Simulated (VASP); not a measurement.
# Ge (R3) in VASP: notebook

The runs below take Ge through single point, with PBEsol.

Everything below comes from runs of VASP 6.6.1. Logs are shortened: lines on timing, memory, paths and dates and some standing lists are left out, and cuts for length are marked.

## Step 1: The cell of the first run

It takes space group R3 (No. 146, trigonal). The conventional cell has a = 9.814 Å, b = 9.814 Å, c = 6.010 Å, α = 90.00°, β = 90.00°, γ = 120.00°. Within 3.4 Å of Ge (site symmetry 3) lie 5 Ge at 2.47 to 3.36 Å. Ge (site symmetry 1) has 4 Ge at 2.45 to 2.49 Å within 3.2 Å. Within 3.4 Å of Ge (site symmetry 3) lie 5 Ge at 2.49 to 3.36 Å. Within 3.2 Å of Ge (site symmetry 1) lie 4 Ge at 2.45 to 2.49 Å.

## Step 2: Single point, PBEsol (atom 1 (Ge) moved -0.200 Å towards its neighbour atom 5 (Ge) at 2.454 Å)

INCAR reads:

```
  ALGO = Fast
  EDIFF = 1E-6
  ENCUT = 520
  GGA = PS
  ISIF = 2
  ISMEAR = 0
  LASPH = T
  LCHARG = F
  LREAL = F
  LWAVE = F
  NBANDS = 66
  NELM = 80
  PREC = Accurate
  SIGMA = 0.15
```

KPOINTS reads:

```
k-points
0
Gamma
  8 8 8
```

POSCAR reads:

```
Ge
1.0
   -3.4696630977      3.4696630977      3.4696630977
    3.4696630977     -3.4696630977      3.4696630977
    3.4696630977      3.4696630977     -3.4696630977
Ge
8
Direct
    0.5000000000      0.0000000000      0.7625586054
    0.7958385091      0.5000000000      0.0000000000
    0.0000000000      0.7958385091      0.5000000000
    0.7041614909      0.7041614909      0.7041614909
    0.5000000000      0.0000000000      0.2041614909
    0.2041614909      0.5000000000      0.0000000000
    0.0000000000      0.2041614909      0.5000000000
    0.2958385091      0.2958385091      0.2958385091
```

Potentials or basis: VASP PAW PBE potentials, release 64 (Ge_d).

Launch:

```
cat potpaw_PBE.64/Ge_d/POTCAR > POTCAR
mpirun -np 1 vasp_std > vasp.out
```

OUTCAR:

```text
EDIFF = 1E-6
   ENCUT = 520
   GGA = PS
   ISIF = 2
   ISMEAR = 0
   LASPH = T
   LREAL = F
   NELM = 80
   PREC = Accurate

 ion  position               nearest neighbor table
   1  0.500  0.000  0.763-   2 2.47   4 2.47   3 2.47   5 2.65
   2  0.796  0.500  0.000-   6 2.45   1 2.47   3 2.49   4 2.49
   3  0.000  0.796  0.500-   7 2.45   1 2.47   4 2.49   2 2.49
   4  0.704  0.704  0.704-   8 2.45   1 2.47   3 2.49   2 2.49
   5  0.500  0.000  0.204-   7 2.49   8 2.49   6 2.49   1 2.65
   6  0.204  0.500  0.000-   2 2.45   5 2.49   8 2.49   7 2.49
   7  0.000  0.204  0.500-   3 2.45   6 2.49   8 2.49   5 2.49
   8  0.296  0.296  0.296-   4 2.45   5 2.49   6 2.49   7 2.49

  LATTYP: Found a body centered cubic cell.
 ALAT       =     6.9393261954

  Lattice vectors:

 A1 = (  -3.4696630977,   3.4696630977,   3.4696630977)
 A2 = (   3.4696630977,  -3.4696630977,   3.4696630977)
 A3 = (   3.4696630977,   3.4696630977,  -3.4696630977)

Analysis of symmetry for initial positions (statically):
=====================================================================
 Subroutine PRICEL returns:
 Original cell was already a primitive cell.

 Routine SETGRP: Setting up the symmetry group for a
 body centered cubic supercell.

 Subroutine GETGRP returns: Found  3 space group operations
 (whereof  1 operations were pure point group operations)
 out of a pool of 48 trial point group operations.

The static configuration has the point symmetry C_1 .
 The point group associated with its full space group is C_3 .

Analysis of symmetry for dynamics (positions and initial velocities):
=====================================================================
 Subroutine PRICEL returns:
 Original cell was already a primitive cell.

 Routine SETGRP: Setting up the symmetry group for a
 body centered cubic supercell.

 Subroutine GETGRP returns: Found  3 space group operations
 (whereof  1 operations were pure point group operations)
 out of a pool of 48 trial point group operations.

The dynamic configuration has the point symmetry C_1 .
 The point group associated with its full space group is C_3 .

 Subroutine INISYM returns: Found  3 space group operations
 (whereof  1 operations are pure point group operations),
 and found     1 'primitive' translations

----------------------------------------------------------------------------------------

                                     Primitive cell

  volume of cell :     167.0790

  direct lattice vectors                    reciprocal lattice vectors
    -3.469663098  3.469663098  3.469663098     0.000000000  0.144106210  0.144106210
     3.469663098 -3.469663098  3.469663098     0.144106210  0.000000000  0.144106210
     3.469663098  3.469663098 -3.469663098     0.144106210  0.144106210  0.000000000

  length of vectors
     6.009632770  6.009632770  6.009632770     0.203796957  0.203796957  0.203796957

  position of ions in fractional coordinates (direct lattice)
     0.500000000  0.000000000  0.762558605
     0.795838509  0.500000000  0.000000000
     0.000000000  0.795838509  0.500000000
     0.704161491  0.704161491  0.704161491
     0.500000000  0.000000000  0.204161491
     0.204161491  0.500000000  0.000000000
     0.000000000  0.204161491  0.500000000
     0.295838509  0.295838509  0.295838509

  ion indices of the primitive-cell ions
   primitive index   ion index
                 1           1
                 2           2
                 3           3
                 4           4
                 5           5
                 6           6
                 7           7
                 8           8

----------------------------------------------------------------------------------------

 KPOINTS: k-points

Automatic generation of k-mesh.
 Grid dimensions read from file:
 generate k-points for:    8    8    8

 Generating k-lattice:

  Cartesian coordinates                     Fractional coordinates (reciprocal lattice)
     0.000000000  0.018013276  0.018013276     0.125000000  0.000000000  0.000000000
     0.018013276  0.000000000  0.018013276     0.000000000  0.125000000  0.000000000
     0.018013276  0.018013276  0.000000000     0.000000000  0.000000000  0.125000000

  Length of vectors
     0.025474620  0.025474620  0.025474620

  Shift w.r.t. Gamma in fractional coordinates (k-lattice)
     0.000000000  0.000000000  0.000000000

 Subroutine IBZKPT returns following result:
 ===========================================

 Found     90 irreducible k-points:

 Following reciprocal coordinates:
            Coordinates               Weight
  0.000000  0.000000  0.000000      1.000000
  0.125000  0.000000  0.000000      6.000000
  0.000000  0.000000  0.125000      6.000000
  0.250000  0.000000  0.000000      6.000000
  0.000000  0.000000  0.250000      6.000000
  0.375000  0.000000  0.000000      6.000000
[... 16 lines left out ...]
  0.000000  0.375000  0.125000      6.000000
  0.125000  0.000000  0.375000      6.000000
 [... further k-points ...]
   k-points           NKPTS =     90   k-points in BZ     NKDIM =     90   number of bands    NBANDS=     66
   number of dos      NEDOS =    301   number of ions     NIONS =      8
   total plane-waves  NPLWV = 110592
   dimension x,y,z NGX =    48 NGY =   48 NGZ =   48
   dimension x,y,z NGXF=    96 NGYF=   96 NGZF=   96
   ions per type =               8
   NGX,Y,Z   is equivalent  to a cutoff of  13.28, 13.28, 13.28 a.u.
   NGXF,Y,Z  is equivalent  to a cutoff of  26.56, 26.56, 26.56 a.u.
 SYSTEM =  unknown system
   PREC   = accura    normal or accurate (medium, high low for compatibility)
   ISTART =      0    job   : 0-new  1-cont  2-samecut
   ICHARG =      2    charge: 1-file 2-atom 10-const
   ISPIN  =      1    spin polarized calculation?
   LNONCOLLINEAR =      F non collinear calculations
   LSORBIT =      F    spin-orbit coupling
   LASPH  =      T    aspherical Exc in radial PAW
   ENCUT  =  520.0 eV  38.22 Ry    6.18 a.u.  11.17 11.17 11.17*2*pi/ulx,y,z
   NELM   =     80;   NELMIN=  2; NELMDL= -5     # of ELM steps
   EDIFF  = 0.1E-05   stopping-criterion for ELM
   LREAL  =      F    real-space projection
   EDIFFG = 0.1E-04   stopping-criterion for IOM
   NSW    =      0    number of steps for IOM
   IBRION =     -1    ionic relax: 0-MD 1-quasi-New 2-CG
   NFREE  =      0    steps in history (QN), initial steepest desc. (CG)
   ISIF   =      2    stress and relaxation
   ISYM   =      2    0-nonsym 1-usesym 2-fastsym
   POTIM  = 0.5000    time-step for ionic-motion
   TEBEG  =    0.0;   TEEND  =   0.0 temperature during run
   PSTRESS=    0.0 pullay stress
   NELECT =     112.0000    total number of electrons
   NUPDOWN=      -1.0000    fix difference up-down
   EMIN   =  10.00;   EMAX   =-10.00  energy-range for DOS
   EFERMI =   0.00;   METHOD = LEGACY
   ISMEAR =     0;   SIGMA  =   0.15  broadening in eV -4-tet -1-fermi 0-gaus
   EFERMI_NEDOS =   21; number of points for ismear=-14 and -15
   IALGO  =     68    algorithm
   IMIX   =      4    mixing-type and parameters
     AMIX     =   0.40;   BMIX     =  1.00
     AMIX_MAG =   1.60;   BMIX_MAG =  1.00
  volume/ion in A,a.u.               =      20.88       140.94
  Fermi-wavevector in a.u.,A,eV,Ry     =   1.432760  2.707524 27.930067  2.052802
  Thomas-Fermi vector in A             =   2.552353
   LORBIT       =      0    0 simple, 1 ext, 2 COOP (PROOUT), +10 PAW based schemes
   GGA     = PS    functional components
   LHFCALC =     F    Hartree Fock is set to
   AEXX    =    0.0000 exact exchange contribution
   IVDW    =     0    specifies the selected vdW correction
   LEPSILON=     F    determine dielectric tensor
   LRPA    =     F    only Hartree local field effects (RPA)
 non-spin polarized calculation
 RMM-DIIS sequential band-by-band and
 Gauss-broadening in eV      SIGMA  =   0.15
  energy-cutoff  :      520.00
  volume of cell :      167.08
 maximum number of plane-waves:      4537
 NGX is ok and might be reduce to    48
   NGX = 23   NGY = 23   NGZ = 23

 number of electron     112.0000010 magnetization

 Free energy of the ion-electron system (eV)
  ---------------------------------------------------
  ext. energy  EPLUGINS =         0.00000000
  ---------------------------------------------------
  free energy    TOTEN  =       -38.47893963 eV

  energy without entropy =      -38.45944050  energy(sigma->0) =      -38.46919006

 E-fermi :   5.5067     XC(G=0): -10.7009

 val. band max:        5.4824828349   @ k =   0.5000   0.2500  -0.3750
 cond. band min:       5.5091017613   @ k =   0.1250  -0.3750  -0.1250
 fundamental gap:      0.0266189265
 Fermi energy:         5.5066514249

 k-point     1 :       0.0000    0.0000    0.0000
  band No.  band energies     occupation
      1     -19.2707      2.00000
      2     -19.2707      2.00000
      3     -19.2626      2.00000
      4     -19.2573      2.00000
      5     -19.2573      2.00000
      6     -19.2483      2.00000
[... 58 lines left out ...]
     65      10.4877      0.00000
     66      12.3882      0.00000

 k-point     2 :       0.1250    0.0000    0.0000
  band No.  band energies     occupation
      1     -19.2716      2.00000
      2     -19.2700      2.00000
      3     -19.2623      2.00000
      4     -19.2561      2.00000
      5     -19.2557      2.00000
      6     -19.2481      2.00000
[... 58 lines left out ...]
     65      10.6585      0.00000
     66      11.5397      0.00000

 k-point     3 :       0.0000    0.0000    0.1250
  band No.  band energies     occupation
      1     -19.2722      2.00000
      2     -19.2695      2.00000
      3     -19.2629      2.00000
      4     -19.2581      2.00000
      5     -19.2536      2.00000
      6     -19.2469      2.00000
[... 1438 lines left out ...]
     65       9.9278      0.00000
     66      10.8347      0.00000

 k-point    24 :       0.1250    0.0000    0.3750
  band No.  band energies     occupation
      1     -19.2737      2.00000
      2     -19.2709      2.00000
      3     -19.2590      2.00000
      4     -19.2482      2.00000
      5     -19.2428      2.00000
      6     -19.2407      2.00000
[... 58 lines left out ...]
     65      10.0174      0.00000
     66      11.5264      0.00000

 [... further k-points ...]

------------------------ aborting loop because EDIFF is reached ----------------------------------------

  FORCE on cell =-STRESS in cart. coord.  units (eV):
  Direction    XX          YY          ZZ          XY          YZ          ZX
  --------------------------------------------------------------------------------------
  -------------------------------------------------------------------------------------
  Total       -0.4805383     -0.4805383     -0.4805383     -0.8881934      0.8881934      0.8881934
  in kB       -4.6080450     -4.6080450     -4.6080450     -8.5171876      8.5171876      8.5171876
  external PRESSURE =      -4.6080450 kB  Pullay stress =       0.0000000 kB

 VOLUME and BASIS-vectors are now :
 -----------------------------------------------------------------------------
  energy-cutoff  :      520.00
  volume of cell :      167.08
      direct lattice vectors                 reciprocal lattice vectors
    -3.469663098  3.469663098  3.469663098     0.000000000  0.144106210  0.144106210
     3.469663098 -3.469663098  3.469663098     0.144106210  0.000000000  0.144106210
     3.469663098  3.469663098 -3.469663098     0.144106210  0.144106210  0.000000000

 POSITION                                       TOTAL-FORCE (eV/Angst)
 -----------------------------------------------------------------------------------
      0.91099      4.38065     -0.91099         0.444820      0.444820     -0.444820
     -1.02646      1.02646      4.49612         0.117894     -0.027296      0.088173
      4.49612     -1.02646      1.02646        -0.027296     -0.088173     -0.117894
      2.44320      2.44320      2.44320        -0.088173      0.117894      0.027296
     -1.02646      2.44320      1.02646        -0.346132     -0.346132      0.346132
      1.02646     -1.02646      2.44320        -0.040585     -0.015892      0.044636
      2.44320      1.02646     -1.02646        -0.015892     -0.044636      0.040585
      1.02646      1.02646      1.02646        -0.044636     -0.040585      0.015892
 -----------------------------------------------------------------------------------
    total drift:                               -0.000117     -0.000117      0.000116

  FREE ENERGIE OF THE ION-ELECTRON SYSTEM (eV)
  ---------------------------------------------------
  free  energy   TOTEN  =       -38.4789396267 eV

  energy  without entropy=      -38.4594404991  energy(sigma->0) =      -38.46919006
```

Wall time 24 min (1 thread of Oxide Virtual Turin-like, shared host); peak memory 0.73 GiB.

Results:

* Free energy: -38.4789 eV
* Pressure: -0.5 GPa
* Largest force: 0.770 eV/Å
* Band gap on the k mesh: zero (bands 56 and 57 overlap by 0.64 eV)

Forces on the atoms (eV/Å):
```
Ge   0.445  0.445 -0.445
Ge   0.118 -0.027  0.088
Ge  -0.027 -0.088 -0.118
Ge  -0.088  0.118  0.027
Ge  -0.346 -0.346  0.346
Ge  -0.041 -0.016  0.045
Ge  -0.016 -0.045  0.041
Ge  -0.045 -0.041  0.016
```

Stress tensor (GPa, compression positive):
```
-0.46 -0.85  0.85
-0.85 -0.46  0.85
 0.85  0.85 -0.46
```

Caveat: the cell differs from its parent crystal (atom 1 (Ge) moved -0.200 Å towards its neighbour atom 5 (Ge) at 2.454 Å); semilocal functionals underestimate gaps, so a narrow gap can read as zero; the PAW data sets were made with another functional, which shifts forces and pressure a little.

## Step 3: Single point, PBEsol (atom 1 (Ge) moved -0.160 Å towards its neighbour atom 5 (Ge) at 2.454 Å)

INCAR reads:

```
PREC = Accurate ; ENCUT = 520
EDIFF = 1E-6 ; ISMEAR = 0
SIGMA = 0.15 ; LREAL = F
LASPH = T ; NELM = 100
ALGO = Fast ; ISIF = 2
LWAVE = F ; LCHARG = T
GGA = PS ; LELF = T
LVHAR = T ; NBANDS = 66
```

KPOINTS reads:

```
regular mesh
0
Gamma
  8 8 8
```

POSCAR: that of step 2 with these lines changed.

```diff
@@ -8,3 +8,3 @@
 Direct
-    0.5000000000      0.0000000000      0.7625586054
+    0.5000000000      0.0000000000      0.7692145861
     0.7958385091      0.5000000000      0.0000000000
```

Potentials or basis: VASP PAW PBE potentials, release 64 (Ge_d).

Launch:

```
cat potpaw_PBE.64/Ge_d/POTCAR > POTCAR
mpirun -np 1 vasp_std > vasp.out
```

It took 29 min on 1 thread of Oxide Virtual Turin-like, shared host; peak memory 0.73 GiB.

Results (log left out):

- Free energy: -38.5087 eV
- Pressure: -0.4 GPa
- Largest force: 0.713 eV/Å
- Band gap on the k mesh: zero (bands 56 and 57 overlap by 0.67 eV)

Forces on the atoms (eV/Å):
```
Ge   0.412  0.412 -0.412
Ge   0.096 -0.025  0.081
Ge  -0.025 -0.081 -0.096
Ge  -0.081  0.096  0.025
Ge  -0.321 -0.321  0.321
Ge  -0.032 -0.012  0.036
Ge  -0.012 -0.036  0.032
Ge  -0.036 -0.032  0.012
```

Stress tensor (GPa, compression positive):
```
-0.42 -0.73  0.73
-0.73 -0.42  0.73
 0.73  0.73 -0.42
```

Levels at points of the mesh, in eV from the Fermi level:
```
           k point  band 54  band 55  band 56  band 57  band 58  band 59
(0.00, 0.00, 0.00)    -1.36    -1.36    -0.73     1.61     1.71     1.71
(0.50, 0.00, 0.00)    -1.84    -1.16    -1.10     0.33     0.50     1.78
(0.00, 0.00, 0.50)    -1.81    -1.12    -0.96     0.28     0.45     1.57
(0.50, 0.50, 0.50)    -1.70     0.44     0.44     0.75     1.44     2.28
```

Caveat: the cell differs from its parent crystal (atom 1 (Ge) moved -0.160 Å towards its neighbour atom 5 (Ge) at 2.454 Å); semilocal functionals underestimate gaps, so a narrow gap can read as zero; the PAW data sets were made with another functional, which shifts forces and pressure a little.
